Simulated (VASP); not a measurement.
# InP (Fm-3m) in VASP: notebook, part 2 of 3

VASP 6.6.1. The steps go on from the part before.

## (3) Single point, PBE

Input file INCAR:

```
SYSTEM = InP
ALGO     = Normal         ! electronic algorithm
EDIFF    = 1E-6           ! SCF threshold, eV
ENCUT    = 500            ! plane-wave cutoff, eV
GGA      = PE             ! functional
GGA_COMPAT= .FALSE.      
ISIF     = 2              ! what is computed and relaxed
ISMEAR   = 0              ! smearing method
LASPH    = .TRUE.         ! aspherical terms in the spheres
LCHARG   = .TRUE.         ! write CHGCAR
LELF     = .TRUE.         ! ELF
LREAL    = .FALSE.        ! projectors in reciprocal space
LVHAR    = .TRUE.       
LWAVE    = .FALSE.        ! write WAVECAR
NBANDS   = 16             ! bands
NELM     = 120            ! most SCF steps
PREC     = Accurate       ! precision mode
SIGMA    = 0.05           ! smearing width, eV
```

Input file KPOINTS:

```
k-points
0
G
  8 8 8
  0 0 0
```

Input file POSCAR:

```
InP
1.0
    0.0000000000      2.7688340000      2.7688340000
    2.7688340000      0.0000000000      2.7688340000
    2.7688340000      2.7688340000      0.0000000000
In P
1 1
Direct
    0.0000000000      0.0000000000      0.0000000000
    0.5000000000      0.5000000000      0.5000000000
```

Potentials or basis: VASP PAW PBE potentials, release 64 (In_d, P).

On the command line:

```bash
$ cat potpaw_PBE.64/In_d/POTCAR potpaw_PBE.64/P/POTCAR > POTCAR
$ mpirun -np 1 vasp_std > vasp.out
```

OUTCAR:

```text
SYSTEM = InP
   EDIFF = 1E-6
   ENCUT = 500
   GGA = PE
   ISIF = 2
   ISMEAR = 0
   LASPH = .TRUE.
   LREAL = .FALSE.
   NELM = 120
   PREC = Accurate

 ion  position               nearest neighbor table
   1  0.000  0.000  0.000-   2 2.77   2 2.77   2 2.77   2 2.77   2 2.77   2 2.77
   2  0.500  0.500  0.500-   1 2.77   1 2.77   1 2.77   1 2.77   1 2.77   1 2.77

  LATTYP: Found a face centered cubic cell.
 ALAT       =     5.5376680000

  Lattice vectors:

 A1 = (   0.0000000000,   2.7688340000,   2.7688340000)
 A2 = (   2.7688340000,   0.0000000000,   2.7688340000)
 A3 = (   2.7688340000,   2.7688340000,   0.0000000000)

Analysis of symmetry for initial positions (statically):
=====================================================================
 Subroutine PRICEL returns:
 Original cell was already a primitive cell.

 Routine SETGRP: Setting up the symmetry group for a
 face centered cubic supercell.

 Subroutine GETGRP returns: Found 48 space group operations
 (whereof 48 operations were pure point group operations)
 out of a pool of 48 trial point group operations.

The static configuration has the point symmetry O_h .

Analysis of symmetry for dynamics (positions and initial velocities):
=====================================================================
 Subroutine PRICEL returns:
 Original cell was already a primitive cell.

 Routine SETGRP: Setting up the symmetry group for a
 face centered cubic supercell.

 Subroutine GETGRP returns: Found 48 space group operations
 (whereof 48 operations were pure point group operations)
 out of a pool of 48 trial point group operations.

The dynamic configuration has the point symmetry O_h .

 Subroutine INISYM returns: Found 48 space group operations
 (whereof 48 operations are pure point group operations),
 and found     1 'primitive' translations

----------------------------------------------------------------------------------------

                                     Primitive cell

  volume of cell :      42.4542

  direct lattice vectors                    reciprocal lattice vectors
     0.000000000  2.768834000  2.768834000    -0.180581429  0.180581429  0.180581429
     2.768834000  0.000000000  2.768834000     0.180581429 -0.180581429  0.180581429
     2.768834000  2.768834000  0.000000000     0.180581429  0.180581429 -0.180581429

  length of vectors
     3.915722595  3.915722595  3.915722595     0.312776210  0.312776210  0.312776210

  position of ions in fractional coordinates (direct lattice)
     0.000000000  0.000000000  0.000000000
     0.500000000  0.500000000  0.500000000

  ion indices of the primitive-cell ions
   primitive index   ion index
                 1           1
                 2           2

----------------------------------------------------------------------------------------

 KPOINTS: k-points

Automatic generation of k-mesh.
 Grid dimensions read from file:
 generate k-points for:    8    8    8

 Generating k-lattice:

  Cartesian coordinates                     Fractional coordinates (reciprocal lattice)
    -0.022572679  0.022572679  0.022572679     0.125000000  0.000000000  0.000000000
     0.022572679 -0.022572679  0.022572679     0.000000000  0.125000000  0.000000000
     0.022572679  0.022572679 -0.022572679     0.000000000  0.000000000  0.125000000

  Length of vectors
     0.039097026  0.039097026  0.039097026

  Shift w.r.t. Gamma in fractional coordinates (k-lattice)
     0.000000000  0.000000000  0.000000000

 Subroutine IBZKPT returns following result:
 ===========================================

 Found     29 irreducible k-points:

 Following reciprocal coordinates:
            Coordinates               Weight
  0.000000  0.000000  0.000000      1.000000
  0.125000  0.000000  0.000000      8.000000
  0.250000  0.000000  0.000000      8.000000
  0.375000  0.000000  0.000000      8.000000
  0.500000  0.000000  0.000000      4.000000
  0.125000  0.125000  0.000000      6.000000
[... 16 lines left out ...]
  0.500000  0.250000  0.125000     48.000000
 -0.375000  0.250000  0.125000     24.000000
 [... further k-points ...]
   k-points           NKPTS =     29   k-points in BZ     NKDIM =     29   number of bands    NBANDS=     16
   number of dos      NEDOS =    301   number of ions     NIONS =      2
   total plane-waves  NPLWV =  27000
   dimension x,y,z NGX =    30 NGY =   30 NGZ =   30
   dimension x,y,z NGXF=    60 NGYF=   60 NGZF=   60
   ions per type =               1   1
   NGX,Y,Z   is equivalent  to a cutoff of  12.74, 12.74, 12.74 a.u.
   NGXF,Y,Z  is equivalent  to a cutoff of  25.47, 25.47, 25.47 a.u.
 SYSTEM =  InP
   PREC   = accura    normal or accurate (medium, high low for compatibility)
   ISTART =      0    job   : 0-new  1-cont  2-samecut
   ICHARG =      2    charge: 1-file 2-atom 10-const
   ISPIN  =      1    spin polarized calculation?
   LNONCOLLINEAR =      F non collinear calculations
   LSORBIT =      F    spin-orbit coupling
   LASPH  =      T    aspherical Exc in radial PAW
   ENCUT  =  500.0 eV  36.75 Ry    6.06 a.u.   7.14  7.14  7.14*2*pi/ulx,y,z
   NELM   =    120;   NELMIN=  2; NELMDL= -5     # of ELM steps
   EDIFF  = 0.1E-05   stopping-criterion for ELM
   LREAL  =      F    real-space projection
   EDIFFG = 0.1E-04   stopping-criterion for IOM
   NSW    =      0    number of steps for IOM
   IBRION =     -1    ionic relax: 0-MD 1-quasi-New 2-CG
   NFREE  =      0    steps in history (QN), initial steepest desc. (CG)
   ISIF   =      2    stress and relaxation
   ISYM   =      2    0-nonsym 1-usesym 2-fastsym
   POTIM  = 0.5000    time-step for ionic-motion
   TEBEG  =    0.0;   TEEND  =   0.0 temperature during run
   PSTRESS=    0.0 pullay stress
   NELECT =      18.0000    total number of electrons
   NUPDOWN=      -1.0000    fix difference up-down
   EMIN   =  10.00;   EMAX   =-10.00  energy-range for DOS
   EFERMI =   0.00;   METHOD = LEGACY
   ISMEAR =     0;   SIGMA  =   0.05  broadening in eV -4-tet -1-fermi 0-gaus
   EFERMI_NEDOS =   21; number of points for ismear=-14 and -15
   IALGO  =     38    algorithm
   IMIX   =      4    mixing-type and parameters
     AMIX     =   0.40;   BMIX     =  1.00
     AMIX_MAG =   1.60;   BMIX_MAG =  1.00
  volume/ion in A,a.u.               =      21.23       143.25
  Fermi-wavevector in a.u.,A,eV,Ry     =   1.229869  2.324115 20.579860  1.512577
  Thomas-Fermi vector in A             =   2.364739
   LORBIT       =      0    0 simple, 1 ext, 2 COOP (PROOUT), +10 PAW based schemes
   GGA     = PE    functional components
   LHFCALC =     F    Hartree Fock is set to
   AEXX    =    0.0000 exact exchange contribution
   IVDW    =     0    specifies the selected vdW correction
   LEPSILON=     F    determine dielectric tensor
   LRPA    =     F    only Hartree local field effects (RPA)
 non-spin polarized calculation
 Gauss-broadening in eV      SIGMA  =   0.05
  energy-cutoff  :      500.00
  volume of cell :       42.45
 maximum number of plane-waves:      1090
 NGX is ok and might be reduce to    30
   NGX = 15   NGY = 15   NGZ = 15

 number of electron      18.0000009 magnetization

 Free energy of the ion-electron system (eV)
  ---------------------------------------------------
  ext. energy  EPLUGINS =         0.00000000
  ---------------------------------------------------
  free energy    TOTEN  =        -7.90894266 eV

  energy without entropy =       -7.90734599  energy(sigma->0) =       -7.90814432

 E-fermi :   7.1522     XC(G=0): -10.3953

 val. band max:        7.1266023786   @ k =  -0.3750   0.5000   0.1250
 cond. band min:       7.1960659901   @ k =  -0.3750   0.3750   0.0000
 fundamental gap:      0.0694636115
 Fermi energy:         7.1521805113

 k-point     1 :       0.0000    0.0000    0.0000
  band No.  band energies     occupation
      1      -7.2118      2.00000
      2      -7.2118      2.00000
      3      -7.1929      2.00000
      4      -7.1929      2.00000
      5      -7.1929      2.00000
      6      -4.9590      2.00000
[... 8 lines left out ...]
     15      15.5083      0.00000
     16      15.5083      0.00000
[... 419 lines left out ...]
 k-point    24 :      -0.3750    0.2500    0.1250
  band No.  band energies     occupation
      1      -7.3533      2.00000
      2      -7.2430      2.00000
      3      -7.1790      2.00000
      4      -7.1451      2.00000
      5      -7.1040      2.00000
      6      -2.3719      2.00000
[... 8 lines left out ...]
     15      17.1235      0.00000
     16      19.8110      0.00000

 [... further k-points ...]

------------------------ aborting loop because EDIFF is reached ----------------------------------------

  FORCE on cell =-STRESS in cart. coord.  units (eV):
  Direction    XX          YY          ZZ          XY          YZ          ZX
  --------------------------------------------------------------------------------------
  -------------------------------------------------------------------------------------
  Total       -0.0275599     -0.0275599     -0.0275599      0.0000000      0.0000000      0.0000000
  in kB       -1.0400834     -1.0400834     -1.0400834      0.0000000      0.0000000      0.0000000
  external PRESSURE =      -1.0400834 kB  Pullay stress =       0.0000000 kB

 VOLUME and BASIS-vectors are now :
 -----------------------------------------------------------------------------
  energy-cutoff  :      500.00
  volume of cell :       42.45
      direct lattice vectors                 reciprocal lattice vectors
     0.000000000  2.768834000  2.768834000    -0.180581429  0.180581429  0.180581429
     2.768834000  0.000000000  2.768834000     0.180581429 -0.180581429  0.180581429
     2.768834000  2.768834000  0.000000000     0.180581429  0.180581429 -0.180581429

 POSITION                                       TOTAL-FORCE (eV/Angst)
 -----------------------------------------------------------------------------------
      0.00000      0.00000      0.00000        -0.000000      0.000000      0.000000
      2.76883      2.76883      2.76883         0.000000      0.000000     -0.000000
 -----------------------------------------------------------------------------------
    total drift:                               -0.000000      0.000000      0.000000

  FREE ENERGIE OF THE ION-ELECTRON SYSTEM (eV)
  ---------------------------------------------------
  free  energy   TOTEN  =        -7.9089426571 eV

  energy  without entropy=       -7.9073459872  energy(sigma->0) =       -7.90814432
```

It took 13 s on 1 thread of Intel Xeon Platinum 8488C (Sapphire Rapids), shared host; peak memory 0.17 GiB.

Results:

- Free energy: -7.9089 eV
- Pressure: -0.1 GPa
- Band gap on the k mesh: zero (bands 9 and 10 overlap by 2.63 eV)

Levels at points of the mesh, in eV from the Fermi level:
```csv
k point,band 6,band 7,band 8,band 9,band 10,band 11,band 12,band 13
"(0.00, 0.00, 0.00)",-12.11,-0.38,-0.38,-0.38,0.42,6.99,6.99,6.99
"(0.50, 0.00, 0.00)",-10.03,-6.75,0.05,0.05,2.38,3.29,3.29,5.08
"(0.50, 0.50, 0.00)",-8.93,-5.05,-2.62,-2.43,-2.43,3.73,9.76,9.76
```

Caveat: spin-orbit coupling is left out, which moves the levels of the heavy elements.

[end of part 2 of 3]
